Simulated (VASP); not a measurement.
# Si9O16 (a cell with a defect) in VASP: a series of runs, part 2 of 2

VASP 6.6.1.

## 4. Single point, PBE+D3(BJ)

File INCAR:

```
PREC = Accurate
ENCUT = 520
EDIFF = 1E-6
ISMEAR = -1
SIGMA = 0.02
LREAL = Auto
LASPH = True
NELM = 80
ALGO = Normal
ISIF = 2
LWAVE = False
LCHARG = True
GGA = PE
IVDW = 12
LELF = True
LVHAR = True
NBANDS = 84
```

File KPOINTS:

```
regular mesh
0
Gamma
  3 3 3
```

File POSCAR:

```
Si9O16
1.0
   -4.1043000000     -4.1043000000      0.0000000000
    4.1043000000     -4.1043000000      0.0000000000
    0.0000000000      0.0000000000      5.2834000000
Si O
9 16
Direct
    0.4816035621      0.4759531467     -0.0058708407
   -0.0294570329      0.5262572180      0.2499012000
    0.4815933289      0.4759694710      0.5057300223
   -0.0098815876      0.5057832030      0.7499089601
    0.0229157225      0.0184477256     -0.0139680887
    0.3873862778      0.0166577736      0.2498955218
    0.0229215701      0.0184170260      0.5137676496
    0.5282648686     -0.0091493068      0.7499127456
    0.6942032746      0.8368129766      0.2498661847
    0.1818441634      0.5048008187     -0.0007464890
    0.0115236459      0.2103999464      0.2499208843
    0.7867996979      0.4760300173     -0.0121130333
    0.1132959335      0.8533970470      0.2498993073
    0.1818425797      0.5048292035      0.5005751978
    0.0128668713      0.2107888069      0.7498743234
    0.7867975051      0.4760943401      0.5119362532
    0.0158991789      0.8032470823      0.7499301586
    0.7352698389      0.0012569744     -0.0251854866
    0.4791278659      0.6412112906      0.2499384866
    0.3123298735      0.0191446775     -0.0442925010
    0.4784271374      0.2847768194      0.2499316728
    0.7352641132      0.0011389275      0.5249716092
    0.4970801355      0.6904826645      0.7499530605
    0.3123538728      0.0190792583      0.5440937654
    0.4979415491      0.2961926516      0.7499044176
```

On the command line:

```sh
> cat potpaw_PBE.64/Si/POTCAR potpaw_PBE.64/O/POTCAR > POTCAR
> mpirun -np 1 vasp_std > vasp.out
```

Run time: 10 min. Hardware: 1 thread of Intel Xeon 8259CL, shared host; peak memory 0.36 GiB.

The run converged. Its results:

| Property | Result |
| --- | --- |
| Free energy | -179.9703 eV |
| Pressure | 62.7 GPa |
| Largest force | 0.112 eV/Å |
| Band gap on the k mesh | 2.78 eV |
| Dispersion energy per atom | -0.280 eV |

Forces in eV/Å, atoms in the order of the input:
```
Si   0.007  0.016 -0.002
Si  -0.027 -0.028  0.001
Si   0.007  0.015  0.002
Si   0.000  0.012  0.001
Si   0.001 -0.011 -0.011
Si  -0.107 -0.034  0.000
Si   0.002 -0.011  0.012
Si   0.036 -0.015 -0.001
Si   0.012 -0.007  0.000
O   -0.004 -0.005  0.008
O    0.009 -0.009  0.000
O    0.019  0.001  0.003
O   -0.012  0.013 -0.001
O   -0.004 -0.005 -0.008
O    0.043 -0.031  0.000
O    0.019  0.002 -0.003
O   -0.014  0.033  0.000
O   -0.005  0.011 -0.015
O   -0.019 -0.013  0.000
O    0.020  0.017 -0.034
O    0.032  0.006 -0.001
O   -0.005  0.012  0.015
O   -0.006 -0.006  0.000
O    0.020  0.018  0.035
O   -0.024  0.019  0.001
```

Stress tensor (GPa, compression positive):
```
48.11 -4.17 -0.01
-4.17 71.84  0.01
-0.01  0.01 68.19
```

Levels at points of the mesh, in eV from the valence-band top:
| k point | band 64 | band 65 | band 66 | band 67 | band 68 | band 69 |
| --- | --- | --- | --- | --- | --- | --- |
| (0.00, 0.00, 0.00) | -3.23 | -1.10 | -0.72 | 3.19 | 3.29 | 3.73 |

## 5. Single point, PBE+D3(BJ)

INCAR, as its differences from that of step 4:

```diff
@@ -11,7 +11,5 @@
 LWAVE = False
-LCHARG = True
+LCHARG = False
 GGA = PE
 IVDW = 12
-LELF = True
-LVHAR = True
 NBANDS = 84
```

File KPOINTS:

```
Automatic mesh
0
Gamma
  3 3 3
```

File POSCAR:

```
Si9O16
1.0
   -4.1043000000     -4.1043000000      0.0000000000
    4.1043000000     -4.1043000000      0.0000000000
    0.0000000000      0.0000000000      5.2834000000
Si O
9 16
Direct
    0.4711399021      0.4806470044     -0.0108148162
   -0.0371170480      0.5011313744      0.2465652799
    0.4721360524      0.4850549424      0.5040231669
   -0.0163675901      0.5070773335      0.7480631790
    0.0342513949      0.0223256097     -0.0110595450
    0.4498048388      0.0185466462      0.2591113677
    0.0261490388      0.0239060254      0.5146163455
    0.5319108009     -0.0068163877      0.7519748647
    0.7309687401      0.8063204444      0.2408939319
    0.1718509856      0.5130156178     -0.0012953780
    0.0181459689      0.2137500914      0.2497728735
    0.7761463587      0.4508872402     -0.0250732483
    0.0584402943      0.8552351193      0.2530970587
    0.1734113003      0.5123183003      0.4968050876
    0.0437979680      0.2113517530      0.7529238748
    0.7780447336      0.4616524133      0.5192800091
    0.0164830787      0.8062993690      0.7491942688
    0.7437645884     -0.0013113077     -0.0283565507
    0.4589233243      0.6535406769      0.2413088163
    0.3251140268     -0.0063768487     -0.0176498088
    0.4762061740      0.2934695320      0.2499428398
    0.7402006432      0.0274111298      0.5403757050
    0.4993823551      0.6898508881      0.7474313889
    0.3192420145     -0.0071824672      0.5269672938
    0.4674622956      0.2936477597      0.7477486089
```

On the command line:

```sh
> cat potpaw_PBE.64/Si/POTCAR potpaw_PBE.64/O/POTCAR > POTCAR
> mpirun -np 1 vasp_std > vasp.out
```

It took 10 min on 1 thread of Intel Xeon 8259CL, shared host; peak memory 0.36 GiB.

The run converged. Its results:

```
Free energy                : -179.4061 eV
Pressure                   : 62.3 GPa
Largest force              : 0.181 eV/Å
Band gap on the k mesh     : 2.53 eV
Dispersion energy per atom : -0.280 eV
```

Forces in eV/Å, atoms in the order of the input:
```
Si   0.003  0.004  0.034
Si   0.067 -0.045  0.036
Si  -0.028  0.029 -0.006
Si  -0.030 -0.018  0.008
Si   0.004 -0.005 -0.037
Si   0.021  0.153 -0.096
Si  -0.035 -0.043 -0.003
Si  -0.018  0.025 -0.024
Si   0.166 -0.049  0.047
O   -0.008 -0.002  0.036
O   -0.010  0.001 -0.001
O    0.054 -0.062  0.068
O   -0.077 -0.057 -0.029
O   -0.016  0.002  0.006
O    0.068 -0.034 -0.003
O   -0.040  0.036  0.010
O   -0.036  0.017 -0.004
O   -0.014 -0.010 -0.036
O    0.018  0.013  0.047
O    0.055  0.022 -0.095
O    0.031 -0.001  0.001
O   -0.135  0.061 -0.026
O   -0.011 -0.012  0.009
O    0.058  0.001  0.044
O   -0.087 -0.028  0.013
```

Stress tensor (GPa, compression positive):
```
48.01 -9.17  1.82
-9.17 73.85 -2.42
 1.82 -2.42 65.07
```

Levels at points of the mesh, in eV from the valence-band top:
```
           k point  band 64  band 65  band 66  band 67  band 68  band 69
(0.00, 0.00, 0.00)    -3.35    -1.21    -0.68     2.83     2.86     3.49
```

## 6. Summary

```tsv
cell	gap on the mesh (eV)	pressure (GPa)	largest force (eV/Å)
as given, atomic positions A	2.78	62.7	0.11
as given, atomic positions B	2.77	62.7	0.13
as given, atomic positions C	2.53	62.3	0.18
```

Alike in all rows: task single point; level PBE+D3(BJ); potentials or basis VASP PAW PBE potentials, release 64 (Si, O); no spin polarisation; k mesh 3 × 3 × 3; cutoff (eV) 520; smearing fermi-dirac 0.02 eV.

Absolute energies hang on the potentials; compare differences alone.
